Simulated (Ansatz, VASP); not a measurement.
This is a calculation of Pt for VASP 6.6.1.

POSCAR

```
Pt
1.0
    0.0000000000      1.9208704006      1.9208704006
    1.9208704006      0.0000000000      1.9208704006
    1.9208704006      1.9208704006      0.0000000000
Pt
1
Direct
    0.0000000000      0.0000000000      0.0000000000
```

INCAR.step1

```
SYSTEM = Pt
ALGO = Normal
EDIFF = 1E-5
ENCUT = 520
GGA = PE
ISIF = 2
ISMEAR = -1
LASPH = .TRUE.
LCHARG = .FALSE.
LREAL = .FALSE.
LWAVE = .TRUE.
NBANDS = 11
NELM = 80
PREC = Accurate
SIGMA = 0.05
```

File INCAR.step2:

```
SYSTEM = Pt
ALGO = Normal
EDIFF = 1E-6
ENCUT = 520
GGA = PE
HFSCREEN = 0.2079
ISIF = 2
ISMEAR = -1
ISTART = 1
LASPH = .TRUE.
LCHARG = .FALSE.
LHFCALC = .TRUE.
LREAL = .FALSE.
LWAVE = .FALSE.
NBANDS = 11
NELM = 80
PREC = Accurate
PRECFOCK = Normal
SIGMA = 0.05
```

File KPOINTS:

```
k-points
0
G
  8 8 8
  0 0 0
```

Potentials or basis: VASP PAW PBE potentials, release 64 (Pt).

Launch:

```console
$ cat potpaw_PBE.64/Pt/POTCAR > POTCAR
$ cp INCAR.step1 INCAR
$ mpirun -np 1 vasp_std > vasp.out
$ cp INCAR.step2 INCAR
$ mpirun -np 1 vasp_std > vasp.out
```

Question: Set up the same calculation for Ansatz 0.2.0. Potentials there: Ansatz PAW.

Answer: As run (the cutoff follows the program's own potentials):

Contents of input:

```
crystal:
  lattice:
    - [0.0, 1.9208704006, 1.9208704006]
    - [1.9208704006, 0.0, 1.9208704006]
    - [1.9208704006, 1.9208704006, 0.0]
  atoms:
    - { symbol: Pt, position: [0.0, 0.0, 0.0] }
hamiltonian:
  xc: hse06
  pseudopotentials: { kind: paw }
kpoints:
  mp_grid: { grid: [8, 8, 8] }
scf:
  occupations: { method: fermi_dirac, width: 0.05 }
output:
  forces: true
  stress: true
  eigenvalues: true
```

Both were run:

|  | VASP | Ansatz | Ansatz less VASP |
| --- | --- | --- | --- |
| gap on the k mesh at the Fermi level (eV) | none | none | - |
| pressure (GPa) | 21.0 | 20.7 | -0.32 |

A gap of «none» marks a metal or a gap that the smearing closes. The functional is the same, so the differences come from potentials, cutoffs and numerics. VASP's potentials hold 10 valence electrons a cell and Ansatz's 18, so a difference there can come from the potentials and not from the codes.

Neither program's run includes spin-orbit coupling.
